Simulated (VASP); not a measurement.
Runs of VASP 6.6.1 on HgP. The structure is that of space group P6_3/mmc (No. 194), or close to it. The cells are those of the table. 

| task | cell | cutoff (eV) | gap on the mesh (eV) | pressure (GPa) |
| --- | --- | --- | --- | --- |
| single point | a = 3.676, b = 3.676, c = 6.855 Å, angles 90.0, 90.0, 120.0°, 4 atoms | 520 | none | (a) |
| single point | a = 3.643, b = 3.643, c = 6.839 Å, angles 90.0, 90.0, 120.0°, 4 atoms | 520 | none | 2.4 |
| single point | a = 3.676, b = 3.676, c = 6.924 Å, angles 90.0, 90.0, 120.0°, 4 atoms | 520 | none | -0.4 |
| relaxation of shape and atoms at fixed volume | relaxed from a = 3.618, b = 3.618, c = 6.792 Å, angles 90.0, 90.0, 120.0°, 4 atoms | 600 | none | 4.5 |

Alike in all rows: level PBEsol; potentials or basis VASP PAW PBE potentials, release 64 (Hg, P); no spin polarisation; k mesh 10 × 10 × 6; smearing gaussian 0.05 eV.

Estimate the missing entries.

(a) 0.6.

Caveats: the PAW data sets were made with another functional, which shifts forces and pressure a little; spin-orbit coupling is left out, which moves the levels of the heavy elements.

A k mesh can miss the band edges, and the runs leave out spin-orbit coupling on Hg.

A gap of «none» marks levels without a gap at the run's occupations.
